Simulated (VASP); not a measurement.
# TaN (P-6m2) in VASP: further runs

TaN is run at these levels: PBEsol; tasks: single point.

Program: VASP 6.6.1. These are calculated values, not measurements. Logs are shortened: lines on timing, memory, paths and dates and some standing lists are left out, and cuts for length are marked.

## (1) The cell of the first run

The structure is hexagonal, space group P-6m2 (No. 187). The conventional cell has a = 3.135 Å, b = 3.135 Å, c = 2.898 Å, α = 90.00°, β = 90.00°, γ = 120.00°. Ta (site symmetry -6m2) has 6 N at 2.32 Å and 2 Ta at 2.90 Å within 3.1 Å. Within 3.1 Å of N (site symmetry -6m2) lie 6 Ta at 2.32 Å and 2 N at 2.90 Å.

## (2) Single point, PBEsol (volume 12.329 Å^3 an atom, c/a of the conventional cell 0.9245)

Contents of INCAR:

```
PREC = Accurate
ENCUT = 520
EDIFF = 1E-6
ISMEAR = 0
SIGMA = 0.15
LREAL = F
LASPH = T
NELM = 100
ALGO = Normal
ISIF = 2
LWAVE = F
LCHARG = F
GGA = PS
NBANDS = 15
```

Contents of KPOINTS:

```
Automatic mesh
0
Gamma
  21 21 18
```

Contents of POSCAR:

```
TaN
1.0
    3.1345372387      0.0000000000      0.0000000000
   -1.5672686193      2.7145888779      0.0000000000
    0.0000000000      0.0000000000      2.8978796772
Ta N
1 1
Direct
    0.3333333333      0.6666666667      0.5000000000
    0.0000000000      0.0000000000      0.0000000000
```

Potentials or basis: VASP PAW PBE potentials, release 64 (Ta_pv, N).

The run is started by

```bash
$ cat potpaw_PBE.64/Ta_pv/POTCAR potpaw_PBE.64/N/POTCAR > POTCAR
$ mpirun -np 1 vasp_std > vasp.out
```

OUTCAR:

```text
PREC = Accurate
   ENCUT = 520
   EDIFF = 1E-6
   ISMEAR = 0
   LREAL = F
   LASPH = T
   NELM = 100
   ISIF = 2
   GGA = PS

 ion  position               nearest neighbor table
   1  0.333  0.667  0.500-   2 2.32   2 2.32   2 2.32   2 2.32   2 2.32   2 2.32
   2  0.000  0.000  0.000-   1 2.32   1 2.32   1 2.32   1 2.32   1 2.32   1 2.32

  LATTYP: Found a hexagonal cell.
 ALAT       =     3.1345372387
 C/A-ratio  =     0.9245000000

  Lattice vectors:

 A1 = (   3.1345372387,   0.0000000000,   0.0000000000)
 A2 = (  -1.5672686193,   2.7145888779,   0.0000000000)
 A3 = (   0.0000000000,   0.0000000000,   2.8978796772)

Analysis of symmetry for initial positions (statically):
=====================================================================
 Subroutine PRICEL returns:
 Original cell was already a primitive cell.

 Routine SETGRP: Setting up the symmetry group for a
 hexagonal supercell.

 Subroutine GETGRP returns: Found 12 space group operations
 (whereof 12 operations were pure point group operations)
 out of a pool of 24 trial point group operations.

The static configuration has the point symmetry D_3h.

Analysis of symmetry for dynamics (positions and initial velocities):
=====================================================================
 Subroutine PRICEL returns:
 Original cell was already a primitive cell.

 Routine SETGRP: Setting up the symmetry group for a
 hexagonal supercell.

 Subroutine GETGRP returns: Found 12 space group operations
 (whereof 12 operations were pure point group operations)
 out of a pool of 24 trial point group operations.

The dynamic configuration has the point symmetry D_3h.

 Subroutine INISYM returns: Found 12 space group operations
 (whereof 12 operations are pure point group operations),
 and found     1 'primitive' translations

----------------------------------------------------------------------------------------

                                     Primitive cell

  volume of cell :      24.6580

  direct lattice vectors                    reciprocal lattice vectors
     3.134537239  0.000000000  0.000000000     0.319026358  0.184189954  0.000000000
    -1.567268619  2.714588878  0.000000000     0.000000000  0.368379908  0.000000000
     0.000000000  0.000000000  2.897879677     0.000000000  0.000000000  0.345079890

  length of vectors
     3.134537239  3.134537239  2.897879677     0.368379908  0.368379908  0.345079890

  position of ions in fractional coordinates (direct lattice)
     0.333333333  0.666666667  0.500000000
     0.000000000  0.000000000  0.000000000

  ion indices of the primitive-cell ions
   primitive index   ion index
                 1           1
                 2           2

----------------------------------------------------------------------------------------

 KPOINTS: Automatic mesh

Automatic generation of k-mesh.
 Grid dimensions read from file:
 generate k-points for:   21   21   18

 Generating k-lattice:

  Cartesian coordinates                     Fractional coordinates (reciprocal lattice)
     0.015191731  0.008770950  0.000000000     0.047619048  0.000000000  0.000000000
     0.000000000  0.017541900  0.000000000     0.000000000  0.047619048  0.000000000
     0.000000000  0.000000000  0.019171105     0.000000000  0.000000000  0.055555556

  Length of vectors
     0.017541900  0.017541900  0.019171105

  Shift w.r.t. Gamma in fractional coordinates (k-lattice)
     0.000000000  0.000000000  0.000000000

 Subroutine IBZKPT returns following result:
 ===========================================

 Found    480 irreducible k-points:

 Following reciprocal coordinates:
            Coordinates               Weight
  0.000000  0.000000  0.000000      1.000000
  0.047619  0.000000  0.000000      6.000000
  0.095238  0.000000  0.000000      6.000000
  0.142857  0.000000  0.000000      6.000000
  0.190476  0.000000  0.000000      6.000000
  0.238095  0.000000  0.000000      6.000000
[... 16 lines left out ...]
  0.142857  0.095238  0.000000     12.000000
  0.190476  0.095238  0.000000     12.000000
 [... further k-points ...]
   k-points           NKPTS =    480   k-points in BZ     NKDIM =    480   number of bands    NBANDS=     15
   number of dos      NEDOS =    301   number of ions     NIONS =      2
   total plane-waves  NPLWV =  13824
   dimension x,y,z NGX =    24 NGY =   24 NGZ =   24
   dimension x,y,z NGXF=    48 NGYF=   48 NGZF=   48
   ions per type =               1   1
   NGX,Y,Z   is equivalent  to a cutoff of  12.73, 12.73, 13.77 a.u.
   NGXF,Y,Z  is equivalent  to a cutoff of  25.46, 25.46, 27.54 a.u.
 SYSTEM =  unknown system
   PREC   = accura    normal or accurate (medium, high low for compatibility)
   ISTART =      0    job   : 0-new  1-cont  2-samecut
   ICHARG =      2    charge: 1-file 2-atom 10-const
   ISPIN  =      1    spin polarized calculation?
   LNONCOLLINEAR =      F non collinear calculations
   LSORBIT =      F    spin-orbit coupling
   LASPH  =      T    aspherical Exc in radial PAW
   ENCUT  =  520.0 eV  38.22 Ry    6.18 a.u.   5.83  5.83  5.39*2*pi/ulx,y,z
   NELM   =    100;   NELMIN=  2; NELMDL= -5     # of ELM steps
   EDIFF  = 0.1E-05   stopping-criterion for ELM
   LREAL  =      F    real-space projection
   EDIFFG = 0.1E-04   stopping-criterion for IOM
   NSW    =      0    number of steps for IOM
   IBRION =     -1    ionic relax: 0-MD 1-quasi-New 2-CG
   NFREE  =      0    steps in history (QN), initial steepest desc. (CG)
   ISIF   =      2    stress and relaxation
   ISYM   =      2    0-nonsym 1-usesym 2-fastsym
   POTIM  = 0.5000    time-step for ionic-motion
   TEBEG  =    0.0;   TEEND  =   0.0 temperature during run
   PSTRESS=    0.0 pullay stress
   NELECT =      16.0000    total number of electrons
   NUPDOWN=      -1.0000    fix difference up-down
   EMIN   =  10.00;   EMAX   =-10.00  energy-range for DOS
   EFERMI =   0.00;   METHOD = LEGACY
   ISMEAR =     0;   SIGMA  =   0.15  broadening in eV -4-tet -1-fermi 0-gaus
   EFERMI_NEDOS =   21; number of points for ismear=-14 and -15
   IALGO  =     38    algorithm
   IMIX   =      4    mixing-type and parameters
     AMIX     =   0.40;   BMIX     =  1.00
     AMIX_MAG =   1.60;   BMIX_MAG =  1.00
  volume/ion in A,a.u.               =      12.33        83.20
  Fermi-wavevector in a.u.,A,eV,Ry     =   1.417301  2.678311 27.330610  2.008743
  Thomas-Fermi vector in A             =   2.538546
   LORBIT       =      0    0 simple, 1 ext, 2 COOP (PROOUT), +10 PAW based schemes
   GGA     = PS    functional components
   LHFCALC =     F    Hartree Fock is set to
   AEXX    =    0.0000 exact exchange contribution
   IVDW    =     0    specifies the selected vdW correction
   LEPSILON=     F    determine dielectric tensor
   LRPA    =     F    only Hartree local field effects (RPA)
 non-spin polarized calculation
 Gauss-broadening in eV      SIGMA  =   0.15
  energy-cutoff  :      520.00
  volume of cell :       24.66
 maximum number of plane-waves:       684
 NGX is ok and might be reduce to    24
   NGX = 11   NGY = 11   NGZ = 11

 number of electron      15.9999998 magnetization

 Free energy of the ion-electron system (eV)
  ---------------------------------------------------
  ext. energy  EPLUGINS =         0.00000000
  ---------------------------------------------------
  free energy    TOTEN  =       -23.28463595 eV

  energy without entropy =      -23.28357301  energy(sigma->0) =      -23.28410448

 E-fermi :   6.7636     XC(G=0): -12.7730

 val. band max:        6.7584929729   @ k =   0.0476   0.0000   0.2778
 cond. band min:       6.7934901969   @ k =   0.0476   0.0000   0.4444
 fundamental gap:      0.0349972240
 Fermi energy:         6.7635671058

 k-point     1 :       0.0000    0.0000    0.0000
  band No.  band energies     occupation
      1     -28.2749      2.00000
      2     -28.2440      2.00000
      3     -28.2440      2.00000
      4     -10.0427      2.00000
      5       2.3530      2.00000
      6       2.3530      2.00000
      7       3.2170      2.00000
      8       4.4128      2.00000
      9       7.6227      0.00000
     10      10.0431      0.00000
     11      10.0431      0.00000
     12      10.1544      0.00000
     13      10.1544      0.00000
     14      19.0325      0.00000
     15      19.7032      0.00000

 k-point     2 :       0.0476    0.0000    0.0000
  band No.  band energies     occupation
      1     -28.2735      2.00000
      2     -28.2567      2.00000
      3     -28.2468      2.00000
      4     -10.0072      2.00000
      5       2.2158      2.00000
      6       2.3817      2.00000
      7       3.2656      2.00000
      8       4.3600      2.00000
      9       7.7881      0.00000
     10       9.9600      0.00000
     11      10.0426      0.00000
     12      10.1382      0.00000
     13      10.2097      0.00000
     14      18.9925      0.00000
     15      19.7005      0.00000

 k-point     3 :       0.0952    0.0000    0.0000
  band No.  band energies     occupation
      1     -28.2934      2.00000
      2     -28.2692      2.00000
      3     -28.2550      2.00000
      4      -9.9033      2.00000
      5       1.8667      2.00000
      6       2.4650      2.00000
      7       3.3912      2.00000
      8       4.2124      2.00000
      9       8.2296      0.00000
     10       9.7373      0.00000
     11      10.0445      0.00000
     12      10.0913      0.00000
     13      10.3617      0.00000
     14      18.8982      0.00000
     15      19.6955      0.00000

 k-point     4 :       0.1429    0.0000    0.0000
  band No.  band energies     occupation
      1     -28.3505      2.00000
      2     -28.2677      2.00000
      3     -28.2626      2.00000
      4      -9.7386      2.00000
      5       1.4102      2.00000
      6       2.5950      2.00000
      7       3.5653      2.00000
      8       3.9974      2.00000
      9       8.8092      0.00000
     10       9.4697      0.00000
     11      10.0188      0.00000
     12      10.0576      0.00000
     13      10.5755      0.00000
     14      18.7963      0.00000
     15      19.6917      0.00000
[... 307 lines left out ...]
 k-point    22 :       0.0952    0.0952    0.0000
  band No.  band energies     occupation
      1     -28.3792      2.00000
      2     -28.2782      2.00000
      3     -28.2588      2.00000
      4      -9.6443      2.00000
      5       1.2005      2.00000
      6       2.6410      2.00000
      7       3.6635      2.00000
      8       3.8851      2.00000
      9       8.9990      0.00000
     10       9.4287      0.00000
     11       9.9310      0.00000
     12      10.0942      0.00000
     13      10.7335      0.00000
     14      18.7797      0.00000
     15      19.6909      0.00000

 k-point    23 :       0.1429    0.0952    0.0000
  band No.  band energies     occupation
      1     -28.4439      2.00000
      2     -28.2974      2.00000
      3     -28.2507      2.00000
      4      -9.4387      2.00000
      5       0.7831      2.00000
      6       2.7572      2.00000
      7       3.6576      2.00000
      8       3.8558      2.00000
      9       8.8478      0.00000
     10       9.7960      0.00000
     11       9.9200      0.00000
     12      10.1781      0.00000
     13      10.9944      0.00000
     14      18.7525      0.00000
     15      19.6897      0.00000

 k-point    24 :       0.1905    0.0952    0.0000
  band No.  band energies     occupation
      1     -28.5155      2.00000
      2     -28.3191      2.00000
      3     -28.2415      2.00000
      4      -9.2019      2.00000
      5       0.3754      2.00000
      6       2.8637      2.00000
      7       3.4231      2.00000
      8       4.0507      2.00000
      9       8.6143      0.00000
     10       9.6452      0.00000
     11      10.2395      0.00000
     12      10.6463      0.00000
     13      11.2519      0.00000
     14      18.7489      0.00000
     15      19.6895      0.00000

 [... further k-points ...]
[... 5 lines left out ...]
  --------------------------------------------------------------------------------------
  -------------------------------------------------------------------------------------
  Total       -6.9500101     -6.9500101     -3.1454175     -0.0000000     -0.0000000      0.0000000
  in kB     -451.5836092   -451.5836092   -204.3765369     -0.0000000     -0.0000000      0.0000000
  external PRESSURE =    -369.1812518 kB  Pullay stress =       0.0000000 kB

 VOLUME and BASIS-vectors are now :
 -----------------------------------------------------------------------------
  energy-cutoff  :      520.00
  volume of cell :       24.66
      direct lattice vectors                 reciprocal lattice vectors
     3.134537239  0.000000000  0.000000000     0.319026358  0.184189954  0.000000000
    -1.567268619  2.714588878  0.000000000     0.000000000  0.368379908  0.000000000
     0.000000000  0.000000000  2.897879677     0.000000000  0.000000000  0.345079890

 POSITION                                       TOTAL-FORCE (eV/Angst)
 -----------------------------------------------------------------------------------
     -0.00000      1.80973      1.44894        -0.000000      0.000000      0.000000
      0.00000      0.00000      0.00000         0.000000      0.000000      0.000000
 -----------------------------------------------------------------------------------
    total drift:                                0.000000     -0.000000     -0.000000

  FREE ENERGIE OF THE ION-ELECTRON SYSTEM (eV)
  ---------------------------------------------------
  free  energy   TOTEN  =       -23.2846359460 eV

  energy  without entropy=      -23.2835730072  energy(sigma->0) =      -23.28410448
```

Run time: 84 s. Hardware: 1 thread of Intel Xeon 6975P-C, shared host; peak memory 0.29 GiB.

What came out:

| Quantity | Value |
| --- | --- |
| Free energy | -23.2846 eV |
| Pressure | -36.9 GPa |
| Band gap on the k mesh | zero (band 8 reaches 7.14 eV, above the bottom of band 9 at 6.73 eV) |

Caveat: the PAW data sets were made with another functional, which shifts forces and pressure a little; spin-orbit coupling is left out, which moves the levels of the heavy elements.

(Continued in part 2 of 2.)
